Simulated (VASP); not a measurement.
# SnS (Pnma) in VASP: single point with r2SCAN

Aim: the single point of SnS with r2SCAN.

Everything below comes from runs of VASP 6.6.1. Logs are shortened: lines on timing, memory, paths and dates and some standing lists are left out, and cuts for length are marked.

**Experimental background.**

“Linear dichroism of the optical properties of SnS and SnSe van der Waals crystals”, 2024, arxiv:2409.17412 reports, for a bulk crystal of SnS at 20 K: band gap 1.16 eV (indirect).

The results are compared with them further down.

**1. The cell of the first run**

The structure is orthorhombic, space group Pnma (No. 62). The conventional cell has a = 11.218 Å, b = 3.962 Å, c = 4.433 Å, α = 90.00°, β = 90.00°, γ = 90.00°. Within 3.6 Å of Sn (site symmetry m) lie 6 S at 2.63 to 3.42 Å and 2 Sn at 3.51 Å. Within 3.5 Å of S (site symmetry m) lie 6 Sn at 2.63 to 3.42 Å.

**2. Single point, r2SCAN**

The input, POSCAR:

```
SnS
1.0
   11.2184912335      0.0000000000      0.0000000000
    0.0000000000      3.9617510570      0.0000000000
    0.0000000000      0.0000000000      4.4334756478
Sn S
4 4
Direct
    0.1191823488      0.2500000000      0.1258109443
    0.3808176512      0.7500000000      0.6258109443
    0.6191823488      0.2500000000      0.3741890557
    0.8808176512      0.7500000000      0.8741890557
    0.8494992837      0.2500000000      0.4871020382
    0.6505007163      0.7500000000      0.9871020382
    0.3494992837      0.2500000000      0.0128979618
    0.1505007163      0.7500000000      0.5128979618
```

The input, INCAR.step1:

```
SYSTEM = SnS
  PREC = Accurate
  ENCUT = 550
  ISMEAR = 0
  SIGMA = 0.01
  LREAL = .False.
  LASPH = .True.
  NELM = 120
  NBANDS = 50
  GGA = PE
  ALGO = Normal
  EDIFF = 1E-5
  LWAVE = .True.
  LCHARG = .False.
  GGA_COMPAT = .False.
```

The input, INCAR.step2:

```
SYSTEM = SnS
  PREC = Accurate
  ENCUT = 550
  EDIFF = 1E-6
  ISMEAR = 0
  SIGMA = 0.01
  LREAL = .False.
  LASPH = .True.
  NELM = 120
  ALGO = Normal
  ISIF = 2
  LWAVE = .False.
  LCHARG = .False.
  METAGGA = R2SCAN
  LMIXTAU = .True.
  NBANDS = 50
  ISTART = 1
  GGA_COMPAT = .False.
```

The input, KPOINTS:

```
regular mesh
0
Gamma
  2 6 6
  0 0 0
```

Potentials or basis: VASP PAW PBE potentials, release 64 (Sn_d, S).

Run with:

```sh
$ cat potpaw_PBE.64/Sn_d/POTCAR potpaw_PBE.64/S/POTCAR > POTCAR
$ cp INCAR.step1 INCAR
$ mpirun -np 1 vasp_std > vasp.out
$ cp INCAR.step2 INCAR
$ mpirun -np 1 vasp_std > vasp.out
```

OUTCAR:

```text
SYSTEM = SnS
   PREC = Accurate
   ENCUT = 550
   EDIFF = 1E-6
   ISMEAR = 0
   LREAL = .False.
   LASPH = .True.
   NELM = 120
   ISIF = 2
   METAGGA = R2SCAN
   ISTART = 1

 ion  position               nearest neighbor table
   1  0.119  0.250  0.126-   7 2.63   8 2.64   8 2.64   4 3.51   4 3.51
   2  0.381  0.750  0.626-   8 2.63   7 2.64   7 2.64   3 3.51   3 3.51
   3  0.619  0.250  0.374-   5 2.63   6 2.64   6 2.64   2 3.51   2 3.51
   4  0.881  0.750  0.874-   6 2.63   5 2.64   5 2.64   1 3.51   1 3.51
   5  0.849  0.250  0.487-   3 2.63   4 2.64   4 2.64
   6  0.651  0.750  0.987-   4 2.63   3 2.64   3 2.64
   7  0.349  0.250  0.013-   1 2.63   2 2.64   2 2.64
   8  0.151  0.750  0.513-   2 2.63   1 2.64   1 2.64

  LATTYP: Found a simple orthorhombic cell.
 ALAT       =     3.9617510570
 B/A-ratio  =     1.1190697204
 C/A-ratio  =     2.8317001932

  Lattice vectors:

 A1 = (   0.0000000000,   3.9617510570,   0.0000000000)
 A2 = (   0.0000000000,   0.0000000000,   4.4334756478)
 A3 = (  11.2184912335,   0.0000000000,   0.0000000000)

Analysis of symmetry for initial positions (statically):
=====================================================================
 Subroutine PRICEL returns:
 Original cell was already a primitive cell.

 Routine SETGRP: Setting up the symmetry group for a
 simple orthorhombic supercell.

 Subroutine GETGRP returns: Found  8 space group operations
 (whereof  2 operations were pure point group operations)
 out of a pool of  8 trial point group operations.

The static configuration has the point symmetry S_2 .
 The point group associated with its full space group is D_2h.

Analysis of symmetry for dynamics (positions and initial velocities):
=====================================================================
 Subroutine PRICEL returns:
 Original cell was already a primitive cell.

 Routine SETGRP: Setting up the symmetry group for a
 simple orthorhombic supercell.

 Subroutine GETGRP returns: Found  8 space group operations
 (whereof  2 operations were pure point group operations)
 out of a pool of  8 trial point group operations.

The dynamic configuration has the point symmetry S_2 .
 The point group associated with its full space group is D_2h.

 Subroutine INISYM returns: Found  8 space group operations
 (whereof  2 operations are pure point group operations),
 and found     1 'primitive' translations

----------------------------------------------------------------------------------------

                                     Primitive cell

  volume of cell :     197.0452

  direct lattice vectors                    reciprocal lattice vectors
    11.218491233  0.000000000  0.000000000     0.089138546  0.000000000  0.000000000
     0.000000000  3.961751057  0.000000000     0.000000000  0.252413639  0.000000000
     0.000000000  0.000000000  4.433475648     0.000000000  0.000000000  0.225556669

  length of vectors
    11.218491233  3.961751057  4.433475648     0.089138546  0.252413639  0.225556669

  position of ions in fractional coordinates (direct lattice)
     0.119182349  0.250000000  0.125810944
     0.380817651  0.750000000  0.625810944
     0.619182349  0.250000000  0.374189056
     0.880817651  0.750000000  0.874189056
     0.849499284  0.250000000  0.487102038
     0.650500716  0.750000000  0.987102038
     0.349499284  0.250000000  0.012897962
     0.150500716  0.750000000  0.512897962

  ion indices of the primitive-cell ions
   primitive index   ion index
                 1           1
                 2           2
                 3           3
                 4           4
                 5           5
                 6           6
                 7           7
                 8           8

----------------------------------------------------------------------------------------

 KPOINTS: regular mesh

Automatic generation of k-mesh.
 Grid dimensions read from file:
 generate k-points for:    2    6    6

 Generating k-lattice:

  Cartesian coordinates                     Fractional coordinates (reciprocal lattice)
     0.044569273  0.000000000  0.000000000     0.500000000  0.000000000  0.000000000
     0.000000000  0.042068940  0.000000000     0.000000000  0.166666667  0.000000000
     0.000000000  0.000000000  0.037592778     0.000000000  0.000000000  0.166666667

  Length of vectors
     0.044569273  0.042068940  0.037592778

  Shift w.r.t. Gamma in fractional coordinates (k-lattice)
     0.000000000  0.000000000  0.000000000

 Subroutine IBZKPT returns following result:
 ===========================================

 Found     32 irreducible k-points:

 Following reciprocal coordinates:
            Coordinates               Weight
  0.000000  0.000000  0.000000      1.000000
  0.500000  0.000000  0.000000      1.000000
  0.000000  0.166667  0.000000      2.000000
  0.500000  0.166667  0.000000      2.000000
  0.000000  0.333333  0.000000      2.000000
  0.500000  0.333333  0.000000      2.000000
[... 16 lines left out ...]
  0.000000  0.500000  0.333333      2.000000
  0.500000  0.500000  0.333333      2.000000
 [... further k-points ...]
   k-points           NKPTS =     32   k-points in BZ     NKDIM =     32   number of bands    NBANDS=     50
   number of dos      NEDOS =    301   number of ions     NIONS =      8
   total plane-waves  NPLWV =  97200
   dimension x,y,z NGX =    90 NGY =   30 NGZ =   36
   dimension x,y,z NGXF=   180 NGYF=   60 NGZF=   72
   ions per type =               4   4
   NGX,Y,Z   is equivalent  to a cutoff of  13.34, 12.59, 13.50 a.u.
   NGXF,Y,Z  is equivalent  to a cutoff of  26.67, 25.18, 27.00 a.u.
 SYSTEM =  SnS
   PREC   = accura    normal or accurate (medium, high low for compatibility)
   ISTART =      1    job   : 0-new  1-cont  2-samecut
   ICHARG =      0    charge: 1-file 2-atom 10-const
   ISPIN  =      1    spin polarized calculation?
   LNONCOLLINEAR =      F non collinear calculations
   LSORBIT =      F    spin-orbit coupling
   LASPH  =      T    aspherical Exc in radial PAW
   ENCUT  =  550.0 eV  40.42 Ry    6.36 a.u.  21.45  7.58  8.48*2*pi/ulx,y,z
   NELM   =    120;   NELMIN=  2; NELMDL=  0     # of ELM steps
   EDIFF  = 0.1E-05   stopping-criterion for ELM
   LREAL  =      F    real-space projection
   EDIFFG = 0.1E-04   stopping-criterion for IOM
   NSW    =      0    number of steps for IOM
   IBRION =     -1    ionic relax: 0-MD 1-quasi-New 2-CG
   NFREE  =      0    steps in history (QN), initial steepest desc. (CG)
   ISIF   =      2    stress and relaxation
   ISYM   =      2    0-nonsym 1-usesym 2-fastsym
   POTIM  = 0.5000    time-step for ionic-motion
   TEBEG  =    0.0;   TEEND  =   0.0 temperature during run
   PSTRESS=    0.0 pullay stress
   NELECT =      80.0000    total number of electrons
   NUPDOWN=      -1.0000    fix difference up-down
   EMIN   =  10.00;   EMAX   =-10.00  energy-range for DOS
   EFERMI =   0.00;   METHOD = LEGACY
   ISMEAR =     0;   SIGMA  =   0.01  broadening in eV -4-tet -1-fermi 0-gaus
   EFERMI_NEDOS =   21; number of points for ismear=-14 and -15
   IALGO  =     38    algorithm
   IMIX   =      4    mixing-type and parameters
     AMIX     =   0.40;   BMIX     =  1.00
     AMIX_MAG =   1.60;   BMIX_MAG =  1.00
  volume/ion in A,a.u.               =      24.63       166.22
  Fermi-wavevector in a.u.,A,eV,Ry     =   1.212224  2.290771 19.993581  1.469487
  Thomas-Fermi vector in A             =   2.347715
   LORBIT       =      0    0 simple, 1 ext, 2 COOP (PROOUT), +10 PAW based schemes
   METAGGA = R2SCAN    functional components
   LHFCALC =     F    Hartree Fock is set to
   AEXX    =    0.0000 exact exchange contribution
   IVDW    =     0    specifies the selected vdW correction
   LEPSILON=     F    determine dielectric tensor
   LRPA    =     F    only Hartree local field effects (RPA)
 non-spin polarized calculation
 Gauss-broadening in eV      SIGMA  =   0.01
  energy-cutoff  :      550.00
  volume of cell :      197.05
 maximum number of plane-waves:      5853
 NGX is ok and might be reduce to    90
   NGX = 43   NGY = 15   NGZ = 17

 number of electron      80.0000003 magnetization

 Free energy of the ion-electron system (eV)
  ---------------------------------------------------
  ext. energy  EPLUGINS =         0.00000000
  ---------------------------------------------------
  free energy    TOTEN  =      -134.84992334 eV

  energy without entropy =     -134.84992334  energy(sigma->0) =     -134.84992334

 E-fermi :   5.9523     XC(G=0): -10.3420

 val. band max:        5.8962914940   @ k =   0.5000   0.0000   0.5000
 cond. band min:       6.9822567447   @ k =   0.0000   0.3333   0.0000
 fundamental gap:      1.0859652508
 Fermi energy:         5.9523125308

 k-point     1 :       0.0000    0.0000    0.0000
  band No.  band energies     occupation
      1     -16.0775      2.00000
      2     -16.0574      2.00000
      3     -16.0494      2.00000
      4     -16.0382      2.00000
      5     -16.0379      2.00000
      6     -16.0328      2.00000
[... 42 lines left out ...]
     49      11.1409      0.00000
     50      11.7089      0.00000

 k-point     2 :       0.5000    0.0000    0.0000
  band No.  band energies     occupation
      1     -16.0697      2.00000
      2     -16.0697      2.00000
      3     -16.0419      2.00000
      4     -16.0419      2.00000
      5     -16.0364      2.00000
      6     -16.0364      2.00000
[... 42 lines left out ...]
     49      11.2130      0.00000
     50      11.2130      0.00000

 k-point     3 :       0.0000    0.1667    0.0000
  band No.  band energies     occupation
      1     -16.0690      2.00000
      2     -16.0551      2.00000
      3     -16.0429      2.00000
      4     -16.0411      2.00000
      5     -16.0391      2.00000
      6     -16.0334      2.00000
[... 1102 lines left out ...]
     49      11.3234      0.00000
     50      11.3234      0.00000

 k-point    24 :       0.5000    0.5000    0.3333
  band No.  band energies     occupation
      1     -16.0680      2.00000
      2     -16.0680      2.00000
      3     -16.0680      2.00000
      4     -16.0680      2.00000
      5     -16.0233      2.00000
      6     -16.0233      2.00000
[... 42 lines left out ...]
     49      11.9713      0.00000
     50      11.9713      0.00000

 [... further k-points ...]

------------------------ aborting loop because EDIFF is reached ----------------------------------------

  FORCE on cell =-STRESS in cart. coord.  units (eV):
  Direction    XX          YY          ZZ          XY          YZ          ZX
  --------------------------------------------------------------------------------------
  -------------------------------------------------------------------------------------
  Total        1.1038810      1.0818099      1.1843945      0.0000000      0.0000000      0.0000000
  in kB        8.9756701      8.7962097      9.6303265      0.0000000      0.0000000      0.0000000
  external PRESSURE =       9.1340687 kB  Pullay stress =       0.0000000 kB

 VOLUME and BASIS-vectors are now :
 -----------------------------------------------------------------------------
  energy-cutoff  :      550.00
  volume of cell :      197.05
      direct lattice vectors                 reciprocal lattice vectors
    11.218491233  0.000000000  0.000000000     0.089138546  0.000000000  0.000000000
     0.000000000  3.961751057  0.000000000     0.000000000  0.252413639  0.000000000
     0.000000000  0.000000000  4.433475648     0.000000000  0.000000000  0.225556669

 POSITION                                       TOTAL-FORCE (eV/Angst)
 -----------------------------------------------------------------------------------
      1.33705      0.99044      0.55778         0.009368      0.000000      0.005184
      4.27220      2.97131      2.77452        -0.009368      0.000000      0.005184
      6.94629      0.99044      1.65896         0.009368     -0.000000     -0.005184
      9.88145      2.97131      3.87570        -0.009368      0.000000     -0.005184
      9.53010      0.99044      2.15956        -0.011200     -0.000000      0.005252
      7.29764      2.97131      4.37629         0.011200     -0.000000      0.005252
      3.92085      0.99044      0.05718        -0.011200     -0.000000     -0.005252
      1.68839      2.97131      2.27392         0.011200     -0.000000     -0.005252
 -----------------------------------------------------------------------------------
    total drift:                                0.000000      0.000000      0.000000

  FREE ENERGIE OF THE ION-ELECTRON SYSTEM (eV)
  ---------------------------------------------------
  free  energy   TOTEN  =      -134.8499233444 eV

  energy  without entropy=     -134.8499233444  energy(sigma->0) =     -134.84992334
```

Wall time 23 min (1 thread of Oxide Virtual Turin-like, shared host); peak memory 0.46 GiB.

Results:

```
Free energy            : -134.8499 eV
Pressure               : 0.9 GPa
Largest force          : 0.012 eV/Å
Band gap on the k mesh : 1.09 eV (least direct gap 1.38 eV)
```

Forces on the atoms (eV/Å):
```
Sn   0.009  0.000  0.005
Sn  -0.009  0.000  0.005
Sn   0.009  0.000 -0.005
Sn  -0.009  0.000 -0.005
S   -0.011  0.000  0.005
S    0.011  0.000  0.005
S   -0.011  0.000 -0.005
S    0.011  0.000 -0.005
```

Levels at points of the mesh, in eV from the valence-band top:
```tsv
k point	band 37	band 38	band 39	band 40	band 41	band 42	band 43	band 44
(0.00, 0.00, 0.00)	-2.06	-1.09	-0.97	-0.44	1.26	3.01	3.15	3.22
(0.50, 0.00, 0.00)	-2.26	-2.26	-0.64	-0.64	2.80	2.80	2.88	2.88
(0.00, 0.50, 0.00)	-1.17	-1.17	-1.09	-1.09	1.58	1.58	1.87	1.87
(0.50, 0.50, 0.00)	-1.26	-1.26	-1.26	-1.26	1.92	1.92	1.92	1.92
(0.00, 0.00, 0.50)	-1.08	-1.08	-0.01	-0.01	1.79	1.79	2.32	2.32
(0.50, 0.00, 0.50)	-0.91	-0.91	0.00	0.00	1.77	1.77	2.28	2.28
(0.00, 0.50, 0.50)	-2.40	-2.40	-1.49	-1.49	3.05	3.05	3.17	3.17
(0.50, 0.50, 0.50)	-1.68	-1.68	-1.68	-1.68	2.90	2.90	2.90	2.90
```

Caveat: the PAW data sets were made with another functional, which shifts forces and pressure a little; spin-orbit coupling is left out, which moves the levels of the heavy elements.

**3. How close it comes**

Step 2. A measured gap of SnS is 1.16 eV (indirect; 20 K; “Linear dichroism of the optical properties of SnS and SnSe van der Waals crystals”, 2024, arxiv:2409.17412); the calculated 1.09 eV misses it by -0.07 eV. 2 values of this kind are on record (1.09 to 1.16 eV); this one was drawn at random. Spin-orbit coupling on Sn is left out. The value is that of r2SCAN on a finite k mesh, which can miss the band edges, without temperature or zero-point motion.
